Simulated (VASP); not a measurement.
# Ta12AsH3 in VASP: single point with PBE+D3(BJ)

Aim: the single point of Ta12AsH3 with PBE+D3(BJ).

Program: VASP 6.6.1. These are calculated values, not measurements. Logs are shortened: lines on timing, memory, paths and dates and some standing lists are left out, and cuts for length are marked.

## 1. The cell of the first run

The cell holds a slab with vacuum, 16 atoms: a = 5.690 Å, b = 5.690 Å, c = 24.836 Å, α = 90.00°, β = 90.00°, γ = 109.47°.

## 2. Single point, PBE+D3(BJ)

INCAR

```
PREC = Accurate
ENCUT = 520
EDIFF = 1E-7
ISMEAR = 0
SIGMA = 0.1
LREAL = Auto
LASPH = T
NELM = 80
ALGO = Normal
ISIF = 2
LWAVE = F
LCHARG = F
LDIPOL = T
IDIPOL = 3
DIPOL = 0.5 0.5 0.455
GGA = PE
IVDW = 12
NBANDS = 84
```

KPOINTS

```
Automatic mesh
0
Gamma
  4 4 1
```

POSCAR

```
Ta12AsH3
1.0
    5.6896945745      0.0000000000      0.0000000000
   -1.8965648582      5.3642954887      0.0000000000
    0.0000000000      0.0000000000     24.8364161666
Ta As H
12 1 3
Direct
    0.2500000000      0.2500000000      0.3221076643
    0.2500000000      0.7500000000      0.3221076643
    0.7500000000      0.2500000000      0.3221076643
    0.7500000000      0.7500000000      0.3221076643
    0.4987520106      0.4998317754      0.4138130342
    0.4999124717      0.0003529111      0.4125739546
   -0.0011310999      0.4986346744      0.4133475270
   -0.0014723906      0.0002582393      0.4124428107
    0.7543736530      0.7546794719      0.5054673856
    0.7497850104      0.2521643857      0.5040944441
    0.2470822846      0.7542073785      0.5071210274
    0.2475614986      0.2399434640      0.5068250106
    1.4685797182      0.5810602072      0.5905722238
    1.2367430357      0.6967685576      0.5866808240
    0.9319610239      0.5695908983      0.5460842912
    1.2834897569      0.2815804758      0.5868122021
```

Potentials or basis: VASP PAW PBE potentials, release 64 (Ta_pv, As, H).

Started as:

```console
cat potpaw_PBE.64/Ta_pv/POTCAR potpaw_PBE.64/As/POTCAR potpaw_PBE.64/H/POTCAR > POTCAR
mpirun -np 1 vasp_std > vasp.out
```

OUTCAR:

```text
PREC = Accurate
   ENCUT = 520
   EDIFF = 1E-7
   ISMEAR = 0
   LREAL = Auto
   LASPH = T
   NELM = 80
   ISIF = 2
   GGA = PE
   IVDW = 12
 IVDW          = 12

 ion  position               nearest neighbor table
   1  0.250  0.250  0.322-   8 2.78   5 2.81   3 2.84   3 2.84   2 2.84   2 2.84   6 3.23   7 3.24
                             4 3.28   4 3.28
   2  0.250  0.750  0.322-   6 2.78   7 2.80   4 2.84   4 2.84   1 2.84   1 2.84   8 3.24   5 3.25
                             3 3.28   3 3.28
   3  0.750  0.250  0.322-   6 2.78   7 2.79   1 2.84   1 2.84   4 2.84   4 2.84   8 3.22   5 3.26
                             2 3.28   2 3.28
   4  0.750  0.750  0.322-   8 2.78   5 2.81   2 2.84   2 2.84   3 2.84   3 2.84   6 3.23   7 3.25
                             1 3.28   1 3.28
   5  0.499  0.500  0.414-   1 2.81   4 2.81   9 2.83   7 2.84   6 2.84   6 2.85   7 2.85  12 2.86
                            10 3.22   2 3.25   3 3.26   8 3.28   8 3.29  11 3.30
   6  0.500  0.000  0.413-   3 2.78   2 2.78  10 2.81   8 2.84   5 2.84   5 2.85   8 2.85  11 2.86
                             1 3.23   4 3.23  12 3.27   9 3.27   7 3.28   7 3.29
   7  0.999  0.499  0.413-  10 2.78   3 2.79   2 2.80   8 2.84   5 2.84   5 2.85   8 2.85  11 2.86
                             1 3.24   4 3.25   9 3.26   6 3.28   6 3.29  12 3.31
   8  0.999  0.000  0.412-   4 2.78   1 2.78   9 2.82   7 2.84   6 2.84  12 2.84   6 2.85   7 2.85
                             3 3.22   2 3.24  10 3.25   5 3.28   5 3.29  11 3.29
   9  0.754  0.755  0.505-  15 1.96  13 2.65  11 2.80   8 2.82   5 2.83  10 2.84  10 2.85  11 2.89
                            12 3.21   7 3.26   6 3.27  12 3.36
  10  0.750  0.252  0.504-  15 2.04   7 2.78   6 2.81  12 2.84   9 2.84   9 2.85  12 2.86   5 3.22
                             8 3.25  11 3.28  11 3.29
  11  0.247  0.754  0.507-  15 2.00  14 2.00  12 2.76  13 2.77   9 2.80   7 2.86   6 2.86   9 2.89
                            12 2.93  10 3.28   8 3.29  10 3.29   5 3.30
  12  0.248  0.240  0.507-  16 2.00  11 2.76  10 2.84  13 2.84   8 2.84   5 2.86  10 2.86  11 2.93
                             9 3.21   6 3.27   7 3.31   9 3.36
  13  0.469  0.581  0.591-  14 1.66  16 1.68   9 2.65  11 2.77  12 2.84
  14  0.237  0.697  0.587-  13 1.66  11 2.00
  15  0.932  0.570  0.546-   9 1.96  11 2.00  10 2.04
  16  0.283  0.282  0.587-  13 1.68  12 2.00

  LATTYP: Found a base centered orthorhombic cell.
 ALAT       =     6.5698933884
 B/A-ratio  =     1.4142135624
 C/A-ratio  =     3.7803377769

  Lattice vectors:

 A1 = (   5.6896945745,   0.0000000000,   0.0000000000)
 A2 = (  -1.8965648582,   5.3642954887,   0.0000000000)
 A3 = (   0.0000000000,   0.0000000000,  24.8364161666)

Analysis of symmetry for initial positions (statically):
=====================================================================
 Subroutine PRICEL returns:
 Original cell was already a primitive cell.

 Routine SETGRP: Setting up the symmetry group for a
 base centered orthorhombic supercell.

 Subroutine GETGRP returns: Found  1 space group operations
 (whereof  1 operations were pure point group operations)
 out of a pool of  8 trial point group operations.

The static configuration has the point symmetry C_1 .

Analysis of symmetry for dynamics (positions and initial velocities):
=====================================================================
 Subroutine PRICEL returns:
 Original cell was already a primitive cell.

 Routine SETGRP: Setting up the symmetry group for a
 base centered orthorhombic supercell.

 Subroutine GETGRP returns: Found  1 space group operations
 (whereof  1 operations were pure point group operations)
 out of a pool of  8 trial point group operations.

The dynamic configuration has the point symmetry C_1 .

 Subroutine INISYM returns: Found  1 space group operations
 (whereof  1 operations are pure point group operations),
 and found     1 'primitive' translations

----------------------------------------------------------------------------------------

                                     Primitive cell

  volume of cell :     758.0373

  direct lattice vectors                    reciprocal lattice vectors
     5.689694574  0.000000000  0.000000000     0.175756359  0.062139257  0.000000000
    -1.896564858  5.364295489  0.000000000     0.000000000  0.186417770  0.000000000
     0.000000000  0.000000000 24.836416167     0.000000000  0.000000000  0.040263458

  length of vectors
     5.689694574  5.689694575 24.836416167     0.186417770  0.186417770  0.040263458

  position of ions in fractional coordinates (direct lattice)
     0.250000000  0.250000000  0.322107664
     0.250000000  0.750000000  0.322107664
     0.750000000  0.250000000  0.322107664
     0.750000000  0.750000000  0.322107664
[... 55 lines left out ...]

 Found     10 irreducible k-points:

 Following reciprocal coordinates:
            Coordinates               Weight
  0.000000  0.000000  0.000000      1.000000
  0.250000  0.000000  0.000000      2.000000
  0.000000  0.250000  0.000000      2.000000
  0.500000  0.000000  0.000000      1.000000
  0.000000  0.500000  0.000000      1.000000
  0.250000  0.250000  0.000000      2.000000
  0.500000  0.250000  0.000000      2.000000
  0.250000  0.500000  0.000000      2.000000
 -0.250000  0.250000  0.000000      2.000000
  0.500000  0.500000  0.000000      1.000000
   k-points           NKPTS =     10   k-points in BZ     NKDIM =     10   number of bands    NBANDS=     84
   number of dos      NEDOS =    301   number of ions     NIONS =     16
   total plane-waves  NPLWV = 338688
   dimension x,y,z NGX =    42 NGY =   42 NGZ =  192
   dimension x,y,z NGXF=    84 NGYF=   84 NGZF=  384
   ions per type =              12   1   3
   NGX,Y,Z   is equivalent  to a cutoff of  12.27, 12.27, 12.85 a.u.
   NGXF,Y,Z  is equivalent  to a cutoff of  24.54, 24.54, 25.70 a.u.
 SYSTEM =  unknown system
   PREC   = accura    normal or accurate (medium, high low for compatibility)
   ISTART =      0    job   : 0-new  1-cont  2-samecut
   ICHARG =      2    charge: 1-file 2-atom 10-const
   ISPIN  =      1    spin polarized calculation?
   LNONCOLLINEAR =      F non collinear calculations
   LSORBIT =      F    spin-orbit coupling
   LASPH  =      T    aspherical Exc in radial PAW
   ENCUT  =  520.0 eV  38.22 Ry    6.18 a.u.  10.58 10.58 46.18*2*pi/ulx,y,z
   NELM   =     80;   NELMIN=  2; NELMDL= -5     # of ELM steps
   EDIFF  = 0.1E-06   stopping-criterion for ELM
   LREAL  =      T    real-space projection
   EDIFFG = 0.1E-05   stopping-criterion for IOM
   NSW    =      0    number of steps for IOM
   IBRION =     -1    ionic relax: 0-MD 1-quasi-New 2-CG
   NFREE  =      0    steps in history (QN), initial steepest desc. (CG)
   ISIF   =      2    stress and relaxation
   ISYM   =      2    0-nonsym 1-usesym 2-fastsym
   POTIM  = 0.5000    time-step for ionic-motion
   TEBEG  =    0.0;   TEEND  =   0.0 temperature during run
   PSTRESS=    0.0 pullay stress
   NELECT =     140.0000    total number of electrons
   NUPDOWN=      -1.0000    fix difference up-down
   EMIN   =  10.00;   EMAX   =-10.00  energy-range for DOS
   EFERMI =   0.00;   METHOD = LEGACY
   ISMEAR =     0;   SIGMA  =   0.10  broadening in eV -4-tet -1-fermi 0-gaus
   EFERMI_NEDOS =   21; number of points for ismear=-14 and -15
   IALGO  =     38    algorithm
   IMIX   =      4    mixing-type and parameters
     AMIX     =   0.40;   BMIX     =  1.00
     AMIX_MAG =   1.60;   BMIX_MAG =  1.00
  volume/ion in A,a.u.               =      47.38       319.72
  Fermi-wavevector in a.u.,A,eV,Ry     =   0.932296  1.761785 11.825864  0.869176
  Thomas-Fermi vector in A             =   2.058879
   LORBIT       =      0    0 simple, 1 ext, 2 COOP (PROOUT), +10 PAW based schemes
   GGA     = PE    functional components
   LHFCALC =     F    Hartree Fock is set to
   AEXX    =    0.0000 exact exchange contribution
   IVDW    =    12    specifies the selected vdW correction
   LEPSILON=     F    determine dielectric tensor
   LRPA    =     F    only Hartree local field effects (RPA)
 non-spin polarized calculation
 Gauss-broadening in eV      SIGMA  =   0.10
  energy-cutoff  :      520.00
  volume of cell :      758.04
 maximum number of plane-waves:     20452
   NGX = 21   NGY = 21   NGZ = 93

 dipolmoment           0.000000      0.000000      0.625572 electrons x Angstroem

 number of electron     140.0000016 magnetization

 dipolmoment           0.000000      0.000000     -0.032741 electrons x Angstroem

 Free energy of the ion-electron system (eV)
  ---------------------------------------------------
  ext. energy  EPLUGINS =         0.00000000
  ---------------------------------------------------
  free energy    TOTEN  =      -150.00055188 eV

  energy without entropy =     -149.92954074  energy(sigma->0) =     -149.96504631

 E-fermi :  -1.2804     XC(G=0):  -4.7780

 val. band max:       -1.2876742007   @ k =   0.2500   0.2500   0.0000
 cond. band min:      -1.2772601348   @ k =   0.0000   0.5000   0.0000
 fundamental gap:      0.0104140659
 Fermi energy:        -1.2803959041

 k-point     1 :       0.0000    0.0000    0.0000
  band No.  band energies     occupation
      1     -35.8112      2.00000
      2     -35.8005      2.00000
      3     -35.7899      2.00000
      4     -35.7497      2.00000
      5     -35.7056      2.00000
      6     -35.6898      2.00000
[... 839 lines left out ...]
     81       0.4650      0.00000
     82       0.4978      0.00000
 [bands above 82 left out]

------------------------ aborting loop because EDIFF is reached ----------------------------------------

 vacuum level on the upper side and lower side of the slab       (xc-potential included)        -0.134         0.083

 Edisp (eV)   -5.90476

 E8    (eV) :    -3.1290

  FORCE on cell =-STRESS in cart. coord.  units (eV):
  Direction    XX          YY          ZZ          XY          YZ          ZX
  --------------------------------------------------------------------------------------
  -------------------------------------------------------------------------------------
  Total      -7.05497    -8.26009     0.01969    -0.17958    -0.01926     0.01106
  in kB     -14.91130   -17.45840     0.04161    -0.37956    -0.04070     0.02337
  external pressure =      -10.78 kB  Pullay stress =        0.00 kB

 VOLUME and BASIS-vectors are now :
 -----------------------------------------------------------------------------
  energy-cutoff  :      520.00
  volume of cell :      758.04
      direct lattice vectors                 reciprocal lattice vectors
     5.689694574  0.000000000  0.000000000     0.175756359  0.062139257  0.000000000
    -1.896564858  5.364295489  0.000000000     0.000000000  0.186417770  0.000000000
     0.000000000  0.000000000 24.836416167     0.000000000  0.000000000  0.040263458

 POSITION                                       TOTAL-FORCE (eV/Angst)
 -----------------------------------------------------------------------------------
      0.94828      1.34107      8.00000         0.094279      0.076836     -0.011749
     -0.00000      4.02322      8.00000        -0.002840     -0.038386      0.117885
      3.79313      1.34107      8.00000        -0.005736      0.023584     -0.049555
      2.84485      4.02322      8.00000        -0.082501     -0.063341     -0.075916
      1.88978      2.68125     10.27763        -0.002195      0.006447     -0.001513
      2.84368      0.00189     10.24686        -0.007143     -0.000920      0.002672
[... 8 lines left out ...]
      4.22231      3.05545     13.56278        -0.008656      0.000552      0.005398
      1.07893      1.51048     14.57431        -0.011460     -0.032032     -0.001779
 -----------------------------------------------------------------------------------
    total drift:                                0.007918     -0.007754      0.015564

  FREE ENERGIE OF THE ION-ELECTRON SYSTEM (eV)
  ---------------------------------------------------
  free  energy   TOTEN  =      -155.9053159123 eV

  energy  without entropy=     -155.8343047707  energy(sigma->0) =     -155.86981034

 vacuum level on the upper side and lower side of the slab         3.283         3.482
```

It took 22 min on 1 thread of AMD EPYC 9R45 (Zen 5), shared host; peak memory 0.9 GiB.

What came out:

```yaml
Free_energy: -155.9053 eV
Largest_force: 0.129 eV/Å
Band_gap_on_the_k_mesh: zero (bands 70 and 71 overlap by 0.93 eV)
Dispersion_energy_per_atom: -0.369 eV
```

Forces on the atoms (eV/Å):
```
Ta   0.094  0.077 -0.012
Ta  -0.003 -0.038  0.118
Ta  -0.006  0.024 -0.050
Ta  -0.083 -0.063 -0.076
Ta  -0.002  0.006 -0.002
Ta  -0.007 -0.001  0.003
Ta  -0.001  0.001  0.006
Ta  -0.002  0.006  0.002
Ta   0.011  0.018 -0.014
Ta  -0.004 -0.014  0.008
Ta  -0.002  0.005 -0.027
Ta   0.003 -0.010 -0.006
As   0.070  0.004  0.031
H   -0.050  0.018  0.015
H   -0.009  0.001  0.005
H   -0.011 -0.032 -0.002
```

Caveat: spin-orbit coupling is left out, which moves the levels of the heavy elements.
